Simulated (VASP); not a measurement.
# GaP in VASP: further runs

GaP is run at these levels: LDA; tasks: density of states, electric field gradients.

Program: VASP 6.6.1. These are calculated values, not measurements. Logs are shortened: lines on timing, memory, paths and dates and some standing lists are left out, and cuts for length are marked.

**1. The cell of the first run**

It takes space group F-43m (No. 216, cubic). The conventional cell has a = 5.451 Å, b = 5.451 Å, c = 5.451 Å, α = 90.00°, β = 90.00°, γ = 90.00°. Ga (site symmetry -43m) has 4 P at 2.36 Å within 3.1 Å. P (site symmetry -43m) has 4 Ga at 2.36 Å within 3.1 Å.

**2. Density of states, LDA**

Contents of POSCAR:

```
GaP
1.0
    0.0000000000      2.7252500000      2.7252500000
    2.7252500000      0.0000000000      2.7252500000
    2.7252500000      2.7252500000      0.0000000000
Ga P
1 1
Direct
    0.0000000000      0.0000000000      0.0000000000
    0.7500000000      0.7500000000      0.7500000000
```

Contents of INCAR.step1:

```
SYSTEM = GaP
PREC = Accurate
ENCUT = 520
EDIFF = 1E-6
ISMEAR = -1
SIGMA = 0.05
LREAL = .False.
LASPH = .True.
NELM = 80
ALGO = Normal
ISIF = 2
LWAVE = .False.
LCHARG = .True.
NBANDS = 16
```

Contents of KPOINTS.step1:

```
regular mesh
0
Gamma
  10 10 10
  0 0 0
```

Contents of INCAR.step2:

```
SYSTEM = GaP
PREC = Accurate
ENCUT = 520
EDIFF = 1E-6
ISMEAR = -5
SIGMA = 0.05
LREAL = .False.
LASPH = .True.
NELM = 80
ALGO = Normal
ISIF = 2
LWAVE = .False.
LCHARG = .False.
LORBIT = 11
NBANDS = 16
NEDOS = 2001
ICHARG = 11
```

Contents of KPOINTS.step2:

```
regular mesh
0
Gamma
  15 15 15
  0 0 0
```

Potentials or basis: VASP PAW LDA potentials, release 64 (Ga_d, P).

On the command line:

```
$ cat potpaw_LDA.64/Ga_d/POTCAR potpaw_LDA.64/P/POTCAR > POTCAR
$ cp INCAR.step1 INCAR
$ cp KPOINTS.step1 KPOINTS
$ mpirun -np 1 vasp_std > vasp.out
$ cp INCAR.step2 INCAR
$ cp KPOINTS.step2 KPOINTS
$ mpirun -np 1 vasp_std > vasp.out
```

OUTCAR:

```text
SYSTEM = GaP
   PREC = Accurate
   ENCUT = 520
   EDIFF = 1E-6
   ISMEAR = -5
   LREAL = .False.
   LASPH = .True.
   NELM = 80
   ISIF = 2
   LORBIT = 11
   ICHARG = 11

 ion  position               nearest neighbor table
   1  0.000  0.000  0.000-   2 2.36   2 2.36   2 2.36   2 2.36
   2  0.750  0.750  0.750-   1 2.36   1 2.36   1 2.36   1 2.36

  LATTYP: Found a face centered cubic cell.
 ALAT       =     5.4505000000

  Lattice vectors:

 A1 = (   0.0000000000,   2.7252500000,   2.7252500000)
 A2 = (   2.7252500000,   0.0000000000,   2.7252500000)
 A3 = (   2.7252500000,   2.7252500000,   0.0000000000)

Analysis of symmetry for initial positions (statically):
=====================================================================
 Subroutine PRICEL returns:
 Original cell was already a primitive cell.

 Routine SETGRP: Setting up the symmetry group for a
 face centered cubic supercell.

 Subroutine GETGRP returns: Found 24 space group operations
 (whereof 24 operations were pure point group operations)
 out of a pool of 48 trial point group operations.

The static configuration has the point symmetry T_d .

Analysis of symmetry for dynamics (positions and initial velocities):
=====================================================================
 Subroutine PRICEL returns:
 Original cell was already a primitive cell.

 Routine SETGRP: Setting up the symmetry group for a
 face centered cubic supercell.

 Subroutine GETGRP returns: Found 24 space group operations
 (whereof 24 operations were pure point group operations)
 out of a pool of 48 trial point group operations.

The dynamic configuration has the point symmetry T_d .

 Subroutine INISYM returns: Found 24 space group operations
 (whereof 24 operations are pure point group operations),
 and found     1 'primitive' translations

----------------------------------------------------------------------------------------

                                     Primitive cell

  volume of cell :      40.4808

  direct lattice vectors                    reciprocal lattice vectors
     0.000000000  2.725250000  2.725250000    -0.183469406  0.183469406  0.183469406
     2.725250000  0.000000000  2.725250000     0.183469406 -0.183469406  0.183469406
     2.725250000  2.725250000  0.000000000     0.183469406  0.183469406 -0.183469406

  length of vectors
     3.854085511  3.854085511  3.854085511     0.317778334  0.317778334  0.317778334

  position of ions in fractional coordinates (direct lattice)
     0.000000000  0.000000000  0.000000000
     0.750000000  0.750000000  0.750000000

  ion indices of the primitive-cell ions
   primitive index   ion index
                 1           1
                 2           2

----------------------------------------------------------------------------------------

 KPOINTS: regular mesh

Automatic generation of k-mesh.
 Grid dimensions read from file:
 generate k-points for:   15   15   15

 Generating k-lattice:

  Cartesian coordinates                     Fractional coordinates (reciprocal lattice)
    -0.012231294  0.012231294  0.012231294     0.066666667  0.000000000  0.000000000
     0.012231294 -0.012231294  0.012231294     0.000000000  0.066666667  0.000000000
     0.012231294  0.012231294 -0.012231294     0.000000000  0.000000000  0.066666667

  Length of vectors
     0.021185222  0.021185222  0.021185222

  Shift w.r.t. Gamma in fractional coordinates (k-lattice)
     0.000000000  0.000000000  0.000000000

 TETIRR: Found    484 inequivalent tetrahedra from    20250

 Subroutine IBZKPT returns following result:
 ===========================================

 Found    120 irreducible k-points:

 Following reciprocal coordinates:
            Coordinates               Weight
  0.000000  0.000000  0.000000      1.000000
  0.066667  0.000000  0.000000      8.000000
  0.133333  0.000000  0.000000      8.000000
  0.200000  0.000000  0.000000      8.000000
  0.266667  0.000000  0.000000      8.000000
  0.333333  0.000000  0.000000      8.000000
[... 16 lines left out ...]
  0.133333  0.133333  0.000000      6.000000
  0.200000  0.133333  0.000000     24.000000
 [... further k-points ...]
   k-points           NKPTS =    120   k-points in BZ     NKDIM =    120   number of bands    NBANDS=     16
   number of dos      NEDOS =   2001   number of ions     NIONS =      2
   total plane-waves  NPLWV =  27000
   dimension x,y,z NGX =    30 NGY =   30 NGZ =   30
   dimension x,y,z NGXF=    60 NGYF=   60 NGZF=   60
   ions per type =               1   1
   NGX,Y,Z   is equivalent  to a cutoff of  12.94, 12.94, 12.94 a.u.
   NGXF,Y,Z  is equivalent  to a cutoff of  25.88, 25.88, 25.88 a.u.
 SYSTEM =  GaP
   PREC   = accura    normal or accurate (medium, high low for compatibility)
   ISTART =      0    job   : 0-new  1-cont  2-samecut
   ICHARG =     11    charge: 1-file 2-atom 10-const
   ISPIN  =      1    spin polarized calculation?
   LNONCOLLINEAR =      F non collinear calculations
   LSORBIT =      F    spin-orbit coupling
   LASPH  =      T    aspherical Exc in radial PAW
   ENCUT  =  520.0 eV  38.22 Ry    6.18 a.u.   7.17  7.17  7.17*2*pi/ulx,y,z
   NELM   =     80;   NELMIN=  2; NELMDL=  0     # of ELM steps
   EDIFF  = 0.1E-05   stopping-criterion for ELM
   LREAL  =      F    real-space projection
   EDIFFG = 0.1E-04   stopping-criterion for IOM
   NSW    =      0    number of steps for IOM
   IBRION =     -1    ionic relax: 0-MD 1-quasi-New 2-CG
   NFREE  =      0    steps in history (QN), initial steepest desc. (CG)
   ISIF   =      2    stress and relaxation
   ISYM   =      2    0-nonsym 1-usesym 2-fastsym
   POTIM  = 0.5000    time-step for ionic-motion
   TEBEG  =    0.0;   TEEND  =   0.0 temperature during run
   PSTRESS=    0.0 pullay stress
   NELECT =      18.0000    total number of electrons
   NUPDOWN=      -1.0000    fix difference up-down
   EMIN   =  10.00;   EMAX   =-10.00  energy-range for DOS
   EFERMI =   0.00;   METHOD = LEGACY
   ISMEAR =    -5;   SIGMA  =   0.05  broadening in eV -4-tet -1-fermi 0-gaus
   EFERMI_NEDOS =   21; number of points for ismear=-14 and -15
   IALGO  =     38    algorithm
   IMIX   =      4    mixing-type and parameters
     AMIX     =   0.40;   BMIX     =  1.00
     AMIX_MAG =   1.60;   BMIX_MAG =  1.00
  volume/ion in A,a.u.               =      20.24       136.59
  Fermi-wavevector in a.u.,A,eV,Ry     =   1.249538  2.361284 21.243377  1.561344
  Thomas-Fermi vector in A             =   2.383574
   LORBIT       =     11    0 simple, 1 ext, 2 COOP (PROOUT), +10 PAW based schemes
   GGA     = CA    functional components
   LHFCALC =     F    Hartree Fock is set to
   AEXX    =    0.0000 exact exchange contribution
   IVDW    =     0    specifies the selected vdW correction
   LEPSILON=     F    determine dielectric tensor
   LRPA    =     F    only Hartree local field effects (RPA)
 non-spin polarized calculation
 Fermi weights with tetrahedron method with Bloechl corrections
  energy-cutoff  :      520.00
  volume of cell :       40.48
 maximum number of plane-waves:      1113
 NGX is ok and might be reduce to    30

 number of electron      17.9999989 magnetization

 Free energy of the ion-electron system (eV)
  ---------------------------------------------------
  ext. energy  EPLUGINS =         0.00000000
  ---------------------------------------------------
  free energy    TOTEN  =       -10.44429468 eV

  energy without entropy =      -10.44429468  energy(sigma->0) =      -10.44429468

 E-fermi :   4.5056     XC(G=0): -10.1644

 val. band max:        4.5028977076   @ k =   0.0000   0.0000   0.0000
 cond. band min:       5.9593045473   @ k =   0.4000   0.4000   0.0000
 fundamental gap:      1.4564068397
 Fermi energy:         4.5056165655

 k-point     1 :       0.0000    0.0000    0.0000
  band No.  band energies     occupation
      1     -10.2003      2.00000
      2     -10.2003      2.00000
      3     -10.2003      2.00000
      4     -10.1002      2.00000
      5     -10.1002      2.00000
      6      -8.0053      2.00000
[... 8 lines left out ...]
     15      14.3021      0.00000
     16      14.3021      0.00000

 k-point     2 :       0.0667    0.0000    0.0000
  band No.  band energies     occupation
      1     -10.2040      2.00000
      2     -10.1989      2.00000
      3     -10.1989      2.00000
      4     -10.1003      2.00000
      5     -10.1003      2.00000
      6      -7.9473      2.00000
[... 8 lines left out ...]
     15      14.0311      0.00000
     16      14.0311      0.00000

 k-point     3 :       0.1333    0.0000    0.0000
  band No.  band energies     occupation
      1     -10.2142      2.00000
      2     -10.1951      2.00000
      3     -10.1951      2.00000
      4     -10.1003      2.00000
      5     -10.1003      2.00000
      6      -7.7757      2.00000
[... 8 lines left out ...]
     15      13.5892      0.00000
     16      14.0092      0.00000

 k-point     4 :       0.2000    0.0000    0.0000
  band No.  band energies     occupation
      1     -10.2285      2.00000
      2     -10.1898      2.00000
      3     -10.1898      2.00000
      4     -10.0999      2.00000
      5     -10.0999      2.00000
      6      -7.4978      2.00000
[... 8 lines left out ...]
     15      13.3581      0.00000
     16      14.3468      0.00000
[... 324 lines left out ...]
 k-point    22 :      -0.0667    0.0667    0.0000
  band No.  band energies     occupation
      1     -10.2104      2.00000
      2     -10.1973      2.00000
      3     -10.1954      2.00000
      4     -10.1013      2.00000
      5     -10.0994      2.00000
      6      -7.8514      2.00000
[... 8 lines left out ...]
     15      13.7404      0.00000
     16      14.0055      0.00000

 k-point    23 :       0.1333    0.1333    0.0000
  band No.  band energies     occupation
      1     -10.2235      2.00000
      2     -10.1901      2.00000
      3     -10.1901      2.00000
      4     -10.1049      2.00000
      5     -10.0967      2.00000
      6      -7.6994      2.00000
[... 8 lines left out ...]
     15      14.4440      0.00000
     16      14.5811      0.00000

 k-point    24 :       0.2000    0.1333    0.0000
  band No.  band energies     occupation
      1     -10.2347      2.00000
      2     -10.1854      2.00000
      3     -10.1846      2.00000
      4     -10.1070      2.00000
      5     -10.0950      2.00000
      6      -7.4946      2.00000
[... 8 lines left out ...]
     15      14.5782      0.00000
     16      15.1546      0.00000

 [... further k-points ...]

------------------------ aborting loop because EDIFF is reached ----------------------------------------

  FORCE on cell =-STRESS in cart. coord.  units (eV):
  Direction    XX          YY          ZZ          XY          YZ          ZX
  --------------------------------------------------------------------------------------
  -------------------------------------------------------------------------------------
  Total       -0.6745023     -0.6745023     -0.6745023      0.0000000      0.0000000     -0.0000000
  in kB      -26.6959263    -26.6959263    -26.6959263      0.0000000      0.0000000     -0.0000000
  external PRESSURE =     -26.6959263 kB  Pullay stress =       0.0000000 kB

 VOLUME and BASIS-vectors are now :
 -----------------------------------------------------------------------------
  energy-cutoff  :      520.00
  volume of cell :       40.48
      direct lattice vectors                 reciprocal lattice vectors
     0.000000000  2.725250000  2.725250000    -0.183469406  0.183469406  0.183469406
     2.725250000  0.000000000  2.725250000     0.183469406 -0.183469406  0.183469406
     2.725250000  2.725250000  0.000000000     0.183469406  0.183469406 -0.183469406

 POSITION                                       TOTAL-FORCE (eV/Angst)
 -----------------------------------------------------------------------------------
      0.00000      0.00000      0.00000        -0.000000      0.000000      0.000000
      4.08788      4.08788      4.08788         0.000000     -0.000000     -0.000000
 -----------------------------------------------------------------------------------
    total drift:                               -0.000000     -0.000000     -0.000000

  FREE ENERGIE OF THE ION-ELECTRON SYSTEM (eV)
  ---------------------------------------------------
  free  energy   TOTEN  =       -10.4442946818 eV

  energy  without entropy=      -10.4442946818  energy(sigma->0) =      -10.44429468

 total charge

# of ion       s       p       d       tot
------------------------------------------
    1        0.876   0.859  10.010  11.745
    2        1.025   1.512   0.000   2.537
--------------------------------------------------
tot          1.901   2.371  10.010  14.282
```

It took 87 s on 1 thread of Intel Xeon Platinum 8375C at 2.90GHz (Ice Lake), shared host; peak memory 0.19 GiB.

What came out:

| Quantity | Value |
| --- | --- |
| Valence electrons inside the program's atomic spheres | Ga 11.74; P 2.54 |

Levels at points of the mesh, in eV from the valence-band top:
| k point | band 6 | band 7 | band 8 | band 9 | band 10 | band 11 | band 12 | band 13 |
| --- | --- | --- | --- | --- | --- | --- | --- | --- |
| (0.00, 0.00, 0.00) | -12.51 | 0.00 | 0.00 | 0.00 | 1.64 | 3.79 | 3.79 | 3.79 |

**3. Electric field gradients, LDA (zz strain of -3 %)**

Contents of INCAR:

```
SYSTEM = GaP
PREC     = Accurate       ! precision mode
ENCUT    = 520            ! plane-wave cutoff, eV
EDIFF    = 1E-8           ! SCF threshold, eV
ISMEAR   = -1             ! smearing method
SIGMA    = 0.05           ! smearing width, eV
LREAL    = .False.        ! projectors in reciprocal space
LASPH    = .True.         ! aspherical terms in the spheres
NELM     = 100            ! most SCF steps
ALGO     = Normal         ! electronic algorithm
ISIF     = 2              ! what is computed and relaxed
LWAVE    = .False.        ! write WAVECAR
LCHARG   = .False.        ! write CHGCAR
GGA      = CA             ! functional
LEFG     = .True.       
NBANDS   = 16             ! bands
```

Contents of KPOINTS:

```
Automatic mesh
0
Gamma
  10 10 10
  0 0 0
```

Contents of POSCAR:

```
GaP
1.0
    0.0000000000      2.7252500000      2.6434925000
    2.7252500000      0.0000000000      2.6434925000
    2.7252500000      2.7252500000      0.0000000000
Ga P
1 1
Direct
    0.0000000000      0.0000000000      0.0000000000
    0.7500000000      0.7500000000      0.7500000000
```

Potentials or basis: VASP PAW LDA potentials, release 64 (Ga_d, P).

On the command line:

```
$ cat potpaw_LDA.64/Ga_d/POTCAR potpaw_LDA.64/P/POTCAR > POTCAR
$ mpirun -np 1 vasp_std > vasp.out
```

OUTCAR:

```text
SYSTEM = GaP
   PREC = Accurate
   ENCUT = 520
   EDIFF = 1E-8
   ISMEAR = -1
   LREAL = .False.
   LASPH = .True.
   NELM = 100
   ISIF = 2
   GGA = CA

 ion  position               nearest neighbor table
   1  0.000  0.000  0.000-   2 2.34   2 2.34   2 2.34   2 2.34
   2  0.750  0.750  0.750-   1 2.34   1 2.34   1 2.34   1 2.34

  LATTYP: Found a body centered tetragonal cell.
 ALAT       =     3.8540855109
 C/A-ratio  =     1.3717871555

  Lattice vectors:

 A1 = (   0.0000000000,  -2.7252500000,  -2.6434925000)
[... 669 lines left out ...]
  free  energy   TOTEN  =       -10.4474010065 eV

  energy  without entropy=      -10.4474009401  energy(sigma->0) =      -10.44740097

 Electric field gradients (V/A^2)
---------------------------------------------------------------------
 ion       V_xx      V_yy      V_zz      V_xy      V_xz      V_yz
---------------------------------------------------------------------
   1      -2.737    -2.737     5.474    -0.005     0.002     0.002
   2       1.751     1.751    -3.502    -0.000     0.000     0.000
---------------------------------------------------------------------

 Electric field gradients after diagonalization (V/A^2)
 (convention: |V_zz| > |V_xx| > |V_yy|)
----------------------------------------------------------------------
 ion       V_xx      V_yy      V_zz     asymmetry (V_yy - V_xx)/ V_zz
----------------------------------------------------------------------
   1      -2.742    -2.732     5.474       0.002
   2       1.751     1.751    -3.502       0.000
----------------------------------------------------------------------

           NMR quadrupolar parameters

 Cq : quadrupolar parameter    Cq=e*Q*V_zz/h
 eta: asymmetry parameters     (V_yy - V_xx)/ V_zz
 Q  : nuclear electric quadrupole moment in mb (millibarn)
----------------------------------------------------------------------
 ion       Cq(MHz)       eta       Q (mb)
----------------------------------------------------------------------
   1       0.013       0.002       1.000
   2      -0.008       0.000       1.000
----------------------------------------------------------------------
```

OSZICAR:

```text
N       E                     dE             d eps       ncg     rms          rms(c)
DAV:   1     0.815579093135E+02    0.81558E+02   -0.90503E+03  3344   0.163E+03
DAV:   2    -0.432094361000E+01   -0.85879E+02   -0.81837E+02  3768   0.315E+02
DAV:   3    -0.106744286553E+02   -0.63535E+01   -0.63305E+01  3992   0.664E+01
DAV:   4    -0.107779191800E+02   -0.10349E+00   -0.10347E+00  4144   0.913E+00
DAV:   5    -0.107799445659E+02   -0.20254E-02   -0.20252E-02  4136   0.113E+00    0.447E+00
DAV:   6    -0.105023688814E+02    0.27758E+00   -0.36578E-01  5096   0.106E+01    0.289E+00
DAV:   7    -0.104521493003E+02    0.50220E-01   -0.88793E-02  4512   0.210E+00    0.107E+00
DAV:   8    -0.104474379247E+02    0.47114E-02   -0.11640E-02  3856   0.119E+00    0.209E-01
DAV:   9    -0.104473967494E+02    0.41175E-04   -0.10168E-03  4872   0.408E-01    0.634E-02
DAV:  10    -0.104473951707E+02    0.15787E-05   -0.54663E-05  4872   0.876E-02    0.266E-02
DAV:  11    -0.104474012966E+02   -0.61259E-05   -0.94859E-06  4280   0.448E-02    0.836E-03
DAV:  12    -0.104474010453E+02    0.25130E-06   -0.55331E-07  4184   0.786E-03    0.576E-03
DAV:  13    -0.104474010070E+02    0.38292E-07   -0.23710E-07  4384   0.463E-03    0.935E-04
DAV:  14    -0.104474010065E+02    0.47112E-09   -0.10873E-08  2992   0.105E-03
   1 F= -.10447401E+02 E0= -.10447401E+02  d E =-.664613E-07
```

stdout:

```text
POSCAR found type information on POSCAR GaP
 POSCAR found :  2 types and       2 ions
 scaLAPACK will be used
 LDA part: xc-table for (Slater(with rela. corr.)+CA(PZ))
 , standard interpolation
 POSCAR, INCAR and KPOINTS ok, starting setup
 FFT: planning ... GRIDC
 FFT: planning ... GRID_SOFT
 FFT: planning ... GRID
 WAVECAR not read
 entering main loop
ion   1

ion   2
```

Run time: 77 s. Hardware: 1 thread of Intel Xeon Platinum 8375C at 2.90GHz (Ice Lake), shared host; peak memory 0.19 GiB.

What came out:

* Free energy: -10.4474 eV
* Pressure: -0.1 GPa
* Band gap on the k mesh: 1.11 eV, indirect (least direct gap 1.77 eV)

Stress tensor (GPa, compression positive):
```
-0.87  0.00  0.00
 0.00 -0.87  0.00
 0.00  0.00  1.38
```

Levels at points of the mesh, in eV from the valence-band top:
| k point | band 5 | band 6 | band 7 | band 8 | band 9 | band 10 | band 11 | band 12 | band 13 | band 14 |
| --- | --- | --- | --- | --- | --- | --- | --- | --- | --- | --- |
| (0.00, 0.00, 0.00) | -14.76 | -12.85 | -0.17 | -0.17 | 0.00 | 1.77 | 3.64 | 3.70 | 3.70 | 8.52 |
| (0.50, 0.00, 0.00) | -14.75 | -10.67 | -6.99 | -1.41 | -1.16 | 1.48 | 4.39 | 4.66 | 8.00 | 10.73 |
| (0.50, 0.50, 0.00) | -14.74 | -9.61 | -6.95 | -3.07 | -3.07 | 1.18 | 1.35 | 10.56 | 10.56 | 11.31 |
| (0.50, 0.00, 0.50) | -14.74 | -9.75 | -7.16 | -2.86 | -2.84 | 1.40 | 1.64 | 10.52 | 10.52 | 11.02 |

Electric field gradients, principal values (V/Å²):
| atom | least | middle | greatest (by size) |
| --- | --- | --- | --- |
| 1 Ga | -2.732 | -2.742 | 5.474 |
| 2 P | 1.751 | 1.751 | -3.502 |

Caveat: the cell differs from its parent crystal (zz strain of -3 %); without QUAD_EFG the Cq values of the log hold for a quadrupole moment of 1 mb, not for the nuclei.

[end of part 1 of 3]
